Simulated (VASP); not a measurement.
Set up this calculation in VASP 6.6.1, as the native input.

```
Task                   : single point
Functional             : PBE
Potentials or basis    : VASP PAW PBE potentials, release 64 (C, Si)
Cutoff                 : 520 eV
k mesh                 : 9 × 9 × 1
Occupations            : gaussian, width 0.05 eV
Spin                   : collinear spin
Starting moments       : [0.0, 0.0, 0.0, 0.0, 0.0, 0.0, 0.0, 0.0, 2.0] μB
Dipole correction      : yes
Further INCAR settings : ALGO = Normal; EDIFF = 1e-06; NBANDS = 32
```

The structure of Si5C4 lies in POSCAR:

```
Si5C4
1.0
    3.0920147376      0.0000000000      0.0000000000
   -1.5460073688      2.6777633116      0.0000000000
    0.0000000000      0.0000000000     23.7337369325
C Si
4 5
Direct
    0.3333333333      0.6666666667      0.1685364598
    0.6666666667      0.3333333333      0.2754269373
    0.3333333333      0.6666666667      0.3835939576
    0.6666666667      0.3333333333      0.4915758428
    0.6666666667      0.3333333333      0.1950726408
    0.3333333333      0.6666666667      0.3019631184
    0.6666666667      0.3333333333      0.4085742396
    0.3333333333      0.6666666667      0.5154576781
    1.0000000000      1.0000000000      0.6116146423
```

One way to write it, as run:

INCAR

```
  PREC = Accurate
  ENCUT = 520
  EDIFF = 1E-6
  ISMEAR = 0
  SIGMA = 0.05
  LREAL = False
  LASPH = True
  NELM = 150
  ALGO = Normal
  ISIF = 2
  LWAVE = False
  LCHARG = False
  ISPIN = 2
  MAGMOM = 0 0 0 0 0 0 0 0 2
  LORBIT = 11
  LDIPOL = True
  IDIPOL = 3
  DIPOL = 0.5 0.5 0.372
  GGA = PE
  NBANDS = 32
```

KPOINTS

```
Automatic mesh
0
Gamma
  9 9 1
```

Potentials or basis: VASP PAW PBE potentials, release 64 (C, Si).

Command:

```console
$ cat potpaw_PBE.64/C/POTCAR potpaw_PBE.64/Si/POTCAR > POTCAR
$ mpirun -np 1 vasp_std > vasp.out
```

It gave:

```json
{
 "Largest force": "2.716 eV/Å",
 "Band gap on the k mesh": "zero (filled and empty bands overlap)",
 "Net moment": "0.00 μB per cell",
 "Valence electrons inside the program's atomic spheres": "C 2.39, 2.53, 2.52 (each value once); Si 1.66, 1.65, 1.63, 1.48 (each value once)"
}
```

It took 14 min on 1 thread of Intel Xeon 8259CL, with other jobs on the host, peak memory 0.45 GiB.
